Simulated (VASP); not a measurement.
# TiAl (P4/mmm) in VASP: notebook, part 2 of 2

VASP 6.6.1. The steps go on from the part before.

### Step 4. Single point, LDA

This run uses another cell than the first one, of 15.33 Å³/atom.

INCAR reads:

```
PREC = Accurate ; ENCUT = 520
EDIFF = 1E-6 ; ISMEAR = -1
SIGMA = 0.15 ; LREAL = F
LASPH = T ; NELM = 80
ALGO = Normal ; ISIF = 2
LWAVE = F ; LCHARG = F
NBANDS = 14
```

KPOINTS reads:

```
Automatic mesh
0
Gamma
  12 12 10
```

POSCAR reads:

```
TiAl
1.0
    2.7689404855      0.0000000000      0.0000000000
    0.0000000000      2.7689404855      0.0000000000
    0.0000000000      0.0000000000      3.9977212319
Ti Al
1 1
Direct
    0.5000000000      0.5000000000      0.5000000000
    0.0000000000      0.0000000000      0.0000000000
```

Potentials or basis: VASP PAW LDA potentials, release 64 (Ti_sv, Al).

The run is started by

```sh
$ cat potpaw_LDA.64/Ti_sv/POTCAR potpaw_LDA.64/Al/POTCAR > POTCAR
$ mpirun -np 1 vasp_std > vasp.out
```

OUTCAR:

```text
PREC = Accurate
   ENCUT = 520
   EDIFF = 1E-6
   ISMEAR = -1
   LREAL = F
   LASPH = T
   NELM = 80
   ISIF = 2

 ion  position               nearest neighbor table
   1  0.500  0.500  0.500-   2 2.80   2 2.80   2 2.80   2 2.80   2 2.80   2 2.80   2 2.80   2 2.80

   2  0.000  0.000  0.000-   1 2.80   1 2.80   1 2.80   1 2.80   1 2.80   1 2.80   1 2.80   1 2.80

  LATTYP: Found a simple tetragonal cell.
 ALAT       =     2.7689404855
 C/A-ratio  =     1.4437728990

  Lattice vectors:

 A1 = (   2.7689404855,   0.0000000000,   0.0000000000)
 A2 = (   0.0000000000,   2.7689404855,   0.0000000000)
 A3 = (   0.0000000000,   0.0000000000,   3.9977212319)

Analysis of symmetry for initial positions (statically):
=====================================================================
 Subroutine PRICEL returns:
 Original cell was already a primitive cell.

 Routine SETGRP: Setting up the symmetry group for a
 simple tetragonal supercell.

 Subroutine GETGRP returns: Found 16 space group operations
 (whereof 16 operations were pure point group operations)
 out of a pool of 16 trial point group operations.

The static configuration has the point symmetry D_4h.

Analysis of symmetry for dynamics (positions and initial velocities):
=====================================================================
 Subroutine PRICEL returns:
 Original cell was already a primitive cell.

 Routine SETGRP: Setting up the symmetry group for a
 simple tetragonal supercell.

 Subroutine GETGRP returns: Found 16 space group operations
 (whereof 16 operations were pure point group operations)
 out of a pool of 16 trial point group operations.

The dynamic configuration has the point symmetry D_4h.

 Subroutine INISYM returns: Found 16 space group operations
 (whereof 16 operations are pure point group operations),
 and found     1 'primitive' translations

----------------------------------------------------------------------------------------

                                     Primitive cell

  volume of cell :      30.6507

  direct lattice vectors                    reciprocal lattice vectors
     2.768940485  0.000000000  0.000000000     0.361148968  0.000000000  0.000000000
     0.000000000  2.768940485  0.000000000     0.000000000  0.361148968  0.000000000
     0.000000000  0.000000000  3.997721232     0.000000000  0.000000000  0.250142504

  length of vectors
     2.768940485  2.768940485  3.997721232     0.361148968  0.361148968  0.250142504

  position of ions in fractional coordinates (direct lattice)
     0.500000000  0.500000000  0.500000000
     0.000000000  0.000000000  0.000000000

  ion indices of the primitive-cell ions
   primitive index   ion index
                 1           1
                 2           2

----------------------------------------------------------------------------------------

 KPOINTS: Automatic mesh

Automatic generation of k-mesh.
 Grid dimensions read from file:
 generate k-points for:   12   12   10

 Generating k-lattice:

[... 40 lines left out ...]
  0.333333  0.333333  0.000000      4.000000
  0.416667  0.333333  0.000000      8.000000
 [... further k-points ...]
   k-points           NKPTS =    168   k-points in BZ     NKDIM =    168   number of bands    NBANDS=     14
   number of dos      NEDOS =    301   number of ions     NIONS =      2
   total plane-waves  NPLWV =  17280
   dimension x,y,z NGX =    24 NGY =   24 NGZ =   30
   dimension x,y,z NGXF=    48 NGYF=   48 NGZF=   60
   ions per type =               1   1
   NGX,Y,Z   is equivalent  to a cutoff of  14.41, 14.41, 12.48 a.u.
   NGXF,Y,Z  is equivalent  to a cutoff of  28.82, 28.82, 24.95 a.u.
 SYSTEM =  unknown system
   PREC   = accura    normal or accurate (medium, high low for compatibility)
   ISTART =      0    job   : 0-new  1-cont  2-samecut
   ICHARG =      2    charge: 1-file 2-atom 10-const
   ISPIN  =      1    spin polarized calculation?
   LNONCOLLINEAR =      F non collinear calculations
   LSORBIT =      F    spin-orbit coupling
   LASPH  =      T    aspherical Exc in radial PAW
   ENCUT  =  520.0 eV  38.22 Ry    6.18 a.u.   5.15  5.15  7.43*2*pi/ulx,y,z
   NELM   =     80;   NELMIN=  2; NELMDL= -5     # of ELM steps
   EDIFF  = 0.1E-05   stopping-criterion for ELM
   LREAL  =      F    real-space projection
   EDIFFG = 0.1E-04   stopping-criterion for IOM
   NSW    =      0    number of steps for IOM
   IBRION =     -1    ionic relax: 0-MD 1-quasi-New 2-CG
   NFREE  =      0    steps in history (QN), initial steepest desc. (CG)
   ISIF   =      2    stress and relaxation
   ISYM   =      2    0-nonsym 1-usesym 2-fastsym
   POTIM  = 0.5000    time-step for ionic-motion
   TEBEG  =    0.0;   TEEND  =   0.0 temperature during run
   PSTRESS=    0.0 pullay stress
   NELECT =      15.0000    total number of electrons
   NUPDOWN=      -1.0000    fix difference up-down
   EMIN   =  10.00;   EMAX   =-10.00  energy-range for DOS
   EFERMI =   0.00;   METHOD = LEGACY
   ISMEAR =    -1;   SIGMA  =   0.15  broadening in eV -4-tet -1-fermi 0-gaus
   EFERMI_NEDOS =   21; number of points for ismear=-14 and -15
   IALGO  =     38    algorithm
   IMIX   =      4    mixing-type and parameters
     AMIX     =   0.40;   BMIX     =  1.00
     AMIX_MAG =   1.60;   BMIX_MAG =  1.00
  volume/ion in A,a.u.               =      15.33       103.42
  Fermi-wavevector in a.u.,A,eV,Ry     =   1.290106  2.437946 22.645170  1.664373
  Thomas-Fermi vector in A             =   2.421958
   LORBIT       =      0    0 simple, 1 ext, 2 COOP (PROOUT), +10 PAW based schemes
   GGA     = CA    functional components
   LHFCALC =     F    Hartree Fock is set to
   AEXX    =    0.0000 exact exchange contribution
   IVDW    =     0    specifies the selected vdW correction
   LEPSILON=     F    determine dielectric tensor
   LRPA    =     F    only Hartree local field effects (RPA)
 non-spin polarized calculation
  energy-cutoff  :      520.00
  volume of cell :       30.65
 maximum number of plane-waves:       856
 NGX is ok and might be reduce to    24
   NGX = 11   NGY = 11   NGZ = 15

 number of electron      14.9999998 magnetization

 Free energy of the ion-electron system (eV)
  ---------------------------------------------------
  ext. energy  EPLUGINS =         0.00000000
  ---------------------------------------------------
  free energy    TOTEN  =       -13.65122125 eV

  energy without entropy =      -13.52512523  energy(sigma->0) =      -13.58817324

 E-fermi :   8.7067     XC(G=0): -11.5127

 val. band max:        8.6841876577   @ k =   0.3333   0.2500   0.1000
 cond. band min:       8.7178299077   @ k =   0.4167   0.1667   0.4000
 fundamental gap:      0.0336422500
 Fermi energy:         8.7067300935

 k-point     1 :       0.0000    0.0000    0.0000
  band No.  band energies     occupation
      1     -47.1257      2.00000
      2     -23.8990      2.00000
      3     -23.4239      2.00000
      4     -23.4239      2.00000
      5      -0.5464      2.00000
      6       6.7047      2.00000
      7       7.7530      1.99654
      8       8.4388      1.71292
      9      10.9650      0.00000
     10      10.9650      0.00000
     11      12.1442      0.00000
     12      15.2627      0.00000
     13      17.4513      0.00000
     14      17.4513      0.00000
[... 377 lines left out ...]
      1     -46.9979      2.00000
      2     -23.9120      2.00000
      3     -23.7961      2.00000
      4     -23.7789      2.00000
      5       4.4188      2.00000
      6       6.6194      2.00000
      7       7.9475      1.98741
      8       8.5577      1.45944
      9       8.8645      0.51777
     10       9.9760      0.00042
     11      12.6763      0.00000
     12      14.9144      0.00000
     13      15.6871      0.00000
     14      16.4496      0.00000

 [... further k-points ...]

------------------------ aborting loop because EDIFF is reached ----------------------------------------

  FORCE on cell =-STRESS in cart. coord.  units (eV):
  Direction    XX          YY          ZZ          XY          YZ          ZX
  --------------------------------------------------------------------------------------
  -------------------------------------------------------------------------------------
  Total        0.0334633      0.0334633      0.0410667      0.0000000     -0.0000000      0.0000000
  in kB        1.7491996      1.7491996      2.1466468      0.0000000     -0.0000000      0.0000000
  external PRESSURE =       1.8816820 kB  Pullay stress =       0.0000000 kB

 VOLUME and BASIS-vectors are now :
 -----------------------------------------------------------------------------
  energy-cutoff  :      520.00
  volume of cell :       30.65
      direct lattice vectors                 reciprocal lattice vectors
     2.768940485  0.000000000  0.000000000     0.361148968  0.000000000  0.000000000
     0.000000000  2.768940485  0.000000000     0.000000000  0.361148968  0.000000000
     0.000000000  0.000000000  3.997721232     0.000000000  0.000000000  0.250142504

 POSITION                                       TOTAL-FORCE (eV/Angst)
 -----------------------------------------------------------------------------------
      1.38447      1.38447      1.99886         0.000000      0.000000      0.000000
      0.00000      0.00000      0.00000         0.000000      0.000000      0.000000
 -----------------------------------------------------------------------------------
    total drift:                                0.000000      0.000000     -0.000000

  FREE ENERGIE OF THE ION-ELECTRON SYSTEM (eV)
  ---------------------------------------------------
  free  energy   TOTEN  =       -13.6512212537 eV

  energy  without entropy=      -13.5251252289  energy(sigma->0) =      -13.58817324
```

OSZICAR:

```text
N       E                     dE             d eps       ncg     rms          rms(c)
DAV:   1     0.110625552779E+03    0.11063E+03   -0.72070E+03  4734   0.108E+03
DAV:   2    -0.532597376430E+01   -0.11595E+03   -0.11151E+03  4878   0.310E+02
DAV:   3    -0.146068337168E+02   -0.92809E+01   -0.90489E+01  8144   0.747E+01
DAV:   4    -0.151515776214E+02   -0.54474E+00   -0.54333E+00  5568   0.144E+01
DAV:   5    -0.151677788825E+02   -0.16201E-01   -0.16195E-01  6658   0.240E+00    0.996E+00
DAV:   6    -0.138182482206E+02    0.13495E+01   -0.50447E+00  5474   0.295E+01    0.333E+00
DAV:   7    -0.136705583156E+02    0.14769E+00   -0.55771E-01  5110   0.925E+00    0.208E+00
DAV:   8    -0.136547201090E+02    0.15838E-01   -0.10186E-01  5876   0.342E+00    0.641E-01
DAV:   9    -0.136524089367E+02    0.23112E-02   -0.29693E-02  5282   0.252E+00    0.362E-01
DAV:  10    -0.136512591180E+02    0.11498E-02   -0.26252E-03  5658   0.654E-01    0.857E-02
DAV:  11    -0.136512320424E+02    0.27076E-04   -0.77323E-04  6304   0.300E-01    0.525E-02
DAV:  12    -0.136512225409E+02    0.95015E-05   -0.48667E-05  5264   0.873E-02    0.172E-02
DAV:  13    -0.136512213681E+02    0.11728E-05   -0.30485E-06  5316   0.187E-02    0.350E-03
DAV:  14    -0.136512212537E+02    0.11442E-06   -0.28658E-07  2690   0.750E-03
   1 F= -.13651221E+02 E0= -.13588173E+02  d E =-.126096E+00
```

stdout:

```text
POSCAR found type information on POSCAR TiAl
 POSCAR found :  2 types and       2 ions
 scaLAPACK will be used
 LDA part: xc-table for (Slater(with rela. corr.)+CA(PZ))
 , standard interpolation
 POSCAR, INCAR and KPOINTS ok, starting setup
 FFT: planning ... GRIDC
 FFT: planning ... GRID_SOFT
 FFT: planning ... GRID
 WAVECAR not read
 entering main loop
```

Run time: 22 s. Hardware: 1 thread of Intel Xeon 6975P-C (Granite Rapids), shared host; peak memory 0.19 GiB.

What came out:

```
Free energy            : -13.6512 eV
Pressure               : 0.2 GPa
Band gap on the k mesh : zero (an odd number of electrons rules out a gap without spin polarisation)
```

### Step 5. Relaxation of cell and atoms, LDA

This run uses another cell than the first one, of 15.29 Å³/atom.

INCAR reads:

```
SYSTEM = TiAl
ALGO = Fast ; EDIFF = 1E-6
EDIFFG = -0.001 ; ENCUT = 600
GGA = CA ; IBRION = 2
ISIF = 3 ; ISMEAR = -1
LASPH = .True. ; LCHARG = .False.
LREAL = .False. ; LWAVE = .False.
NELM = 80 ; NSW = 80
PREC = Accurate ; SIGMA = 0.15
```

KPOINTS reads:

```
k-points
0
Gamma
  12 12 10
  0 0 0
```

POSCAR reads:

```
TiAl
1.0
    2.7675528099      0.0000000000      0.0000000000
    0.0000000000      2.7675528099      0.0000000000
    0.0000000000      0.0000000000      3.9932926264
Ti Al
1 1
Direct
    0.5000000000      0.5000000000      0.5000000000
    0.0000000000      0.0000000000      0.0000000000
```

Potentials or basis: VASP PAW LDA potentials, release 64 (Ti_sv, Al).

The run is started by

```sh
$ cat potpaw_LDA.64/Ti_sv/POTCAR potpaw_LDA.64/Al/POTCAR > POTCAR
$ mpirun -np 1 vasp_std > vasp.out
```

OUTCAR:

```text
SYSTEM = TiAl
   EDIFF = 1E-6
   EDIFFG = -0.001
   ENCUT = 600
   GGA = CA
   IBRION = 2
   ISIF = 3
   ISMEAR = -1
   LASPH = .True.
   LREAL = .False.
   NELM = 80
   NSW = 80
   PREC = Accurate

 ion  position               nearest neighbor table
   1  0.500  0.500  0.500-   2 2.80   2 2.80   2 2.80   2 2.80   2 2.80   2 2.80   2 2.80   2 2.80

   2  0.000  0.000  0.000-   1 2.80   1 2.80   1 2.80   1 2.80   1 2.80   1 2.80   1 2.80   1 2.80

  LATTYP: Found a simple tetragonal cell.
 ALAT       =     2.7675528099
 C/A-ratio  =     1.4428966313

  Lattice vectors:

 A1 = (   2.7675528099,   0.0000000000,   0.0000000000)
 A2 = (   0.0000000000,   2.7675528099,   0.0000000000)
 A3 = (   0.0000000000,   0.0000000000,   3.9932926264)

Analysis of symmetry for initial positions (statically):
=====================================================================
 Subroutine PRICEL returns:
 Original cell was already a primitive cell.

 Routine SETGRP: Setting up the symmetry group for a
 simple tetragonal supercell.

 Subroutine GETGRP returns: Found 16 space group operations
 (whereof 16 operations were pure point group operations)
 out of a pool of 16 trial point group operations.

The static configuration has the point symmetry D_4h.

Analysis of symmetry for dynamics (positions and initial velocities):
=====================================================================
 Subroutine PRICEL returns:
 Original cell was already a primitive cell.
[... 343 lines left out ...]
  ---------------------------------------------------
  ext. energy  EPLUGINS =         0.00000000
  ---------------------------------------------------
  free energy    TOTEN  =       -13.65107860 eV

  energy without entropy =      -13.52479429  energy(sigma->0) =      -13.58793645

 E-fermi :   8.6893     XC(G=0): -11.5057

 val. band max:        8.6680707603   @ k =   0.3333   0.2500   0.1000
 cond. band min:       8.7002772613   @ k =   0.4167   0.1667   0.4000
 fundamental gap:      0.0322065010
 Fermi energy:         8.6892757785

 k-point     1 :       0.0000    0.0000    0.0000
  band No.  band energies     occupation
      1     -47.1463      2.00000
      2     -23.9198      2.00000
      3     -23.4457      2.00000
      4     -23.4457      2.00000
      5      -0.5565      2.00000
      6       6.6893      2.00000
      7       7.7376      1.99649
      8       8.4129      1.72648
      9      10.9445      0.00000
     10      10.9445      0.00000
     11      12.1217      0.00000
[... 309 lines left out ...]
 k-point    24 :       0.4167    0.3333    0.0000
  band No.  band energies     occupation
      1     -47.0191      2.00000
      2     -23.9322      2.00000
      3     -23.8167      2.00000
      4     -23.8001      2.00000
      5       4.4061      2.00000
      6       6.6068      2.00000
      7       7.9306      1.98736
      8       8.5418      1.45538
      9       8.8472      0.51746
     10       9.9587      0.00042
     11      12.6520      0.00000

 [... further k-points ...]

------------------------ aborting loop because EDIFF is reached ----------------------------------------

  FORCE on cell =-STRESS in cart. coord.  units (eV):
  Direction    XX          YY          ZZ          XY          YZ          ZX
  --------------------------------------------------------------------------------------
  -------------------------------------------------------------------------------------
  Total        0.0004265      0.0004265      0.0006224      0.0000000     -0.0000000      0.0000000
  in kB        0.0222595      0.0222595      0.0324851      0.0000000     -0.0000000      0.0000000
  external PRESSURE =       0.0256680 kB  Pullay stress =       0.0000000 kB
[... 17 lines left out ...]
  FREE ENERGIE OF THE ION-ELECTRON SYSTEM (eV)
  ---------------------------------------------------
  free  energy   TOTEN  =       -13.6510786019 eV

  energy  without entropy=      -13.5247942885  energy(sigma->0) =      -13.58793645

 reached required accuracy - stopping structural energy minimisation
```

CONTCAR:

```text
TiAl
   1.00000000000000
     2.7698413903033448    0.0000000000000000    0.0000000000000000
     0.0000000000000000    2.7698413903033448   -0.0000000000000000
     0.0000000000000000    0.0000000000000000    4.0014797113704965
  Ti              Al
     1     1
Direct
     0.5000000000000000    0.5000000000000000    0.5000000000000000
     0.0000000000000000    0.0000000000000000    0.0000000000000000

  0.00000000E+00  0.00000000E+00  0.00000000E+00
  0.00000000E+00  0.00000000E+00  0.00000000E+00
```

Run time: 5.2 min. Hardware: 1 thread of Intel Xeon 6975P-C (Granite Rapids), shared host; peak memory 0.22 GiB.

Results:

```
Free energy                           : -13.6511 eV
Relaxed volume                        : 15.35 Å³/atom
Relaxed cell                          : a = 2.770 Å, b = 2.770 Å, c = 4.001 Å, α = 90.00°, β = 90.00°, γ = 90.00°
Space group after relaxing (to 0.1 Å) : P4/mmm (No. 123)
Energy gained by relaxing             : 0.1 meV/atom
Ionic steps                           : 27
Pressure after relaxing               : 0.0 GPa
Band gap on the k mesh                : zero (an odd number of electrons rules out a gap without spin polarisation)
```

The path:
```tsv
step	energy change (eV)	largest force (eV/Å)	pressure (GPa)	volume (Å³)
1	0.0000	0.0000	0.33	30.59
2	-0.0001	0.0000	-0.04	30.73
3	-0.0001	0.0000	-0.13	30.72
4	-0.0002	0.0000	0.00	30.68
5	-0.0002	0.0000	0.03	30.68
6	-0.0002	0.0000	0.01	30.70
7	-0.0002	0.0000	-0.03	30.71
8	-0.0002	0.0000	-0.03	30.70
9	-0.0002	0.0000	-0.02	30.69
10	-0.0001	0.0000	0.20	30.65
11	-0.0002	0.0000	0.26	30.68
12	-0.0002	0.0000	0.06	30.69
13	-0.0002	0.0000	0.04	30.69
14	-0.0002	0.0000	-0.01	30.70
15	-0.0002	0.0000	0.00	30.70
16	-0.0002	0.0000	-0.06	30.70
17	-0.0002	0.0000	-0.03	30.70
18	-0.0002	0.0000	-0.03	30.69
19	-0.0001	0.0000	-0.03	30.66
20	0.0000	0.0000	0.42	30.59
21	-0.0001	0.0000	0.23	30.65
22	-0.0001	0.0000	0.16	30.66
23	-0.0001	0.0000	0.15	30.66
24	-0.0002	0.0000	0.12	30.67
25	-0.0002	0.0000	0.01	30.70
26	-0.0002	0.0000	-0.02	30.70
27	-0.0002	0.0000	0.00	30.70
```

Final structure:
```yaml
crystal:
  lattice:
    - [2.76984, 0.00000, 0.00000]
    - [0.00000, 2.76984, 0.00000]
    - [0.00000, 0.00000, 4.00148]
  atoms:
    - { symbol: Ti, position: [0.50000, 0.50000, 0.50000] }
    - { symbol: Al, position: [0.00000, 0.00000, 0.00000] }
```

### Step 6. The runs side by side

| task | cell | k mesh | cutoff (eV) | smearing | gap on the mesh (eV) | pressure (GPa) |
| --- | --- | --- | --- | --- | --- | --- |
| single point | a = 2.811, b = 2.811, c = 4.066 Å, 2 atoms | 6 × 6 × 4 | 520 | gaussian 0.1 eV | none | -5.3 |
| single point | a = 2.768, b = 2.768, c = 3.993 Å, 2 atoms | 12 × 12 × 10 | 520 | gaussian 0.1 eV | none | 0.1 |
| single point | a = 2.769, b = 2.769, c = 3.998 Å, 2 atoms | 12 × 12 × 10 | 520 | fermi-dirac 0.15 eV | none | 0.2 |
| relaxation of cell and atoms | relaxed from a = 2.768, b = 2.768, c = 3.993 Å, 2 atoms | 12 × 12 × 10 | 600 | fermi-dirac 0.15 eV | none | 0.0 |

Alike in all rows: level LDA; potentials or basis VASP PAW LDA potentials, release 64 (Ti_sv, Al); no spin polarisation.

Caveats: some runs use coarse meshes.

Total energies depend on the potentials used, so only differences within one code and one set of settings carry meaning.
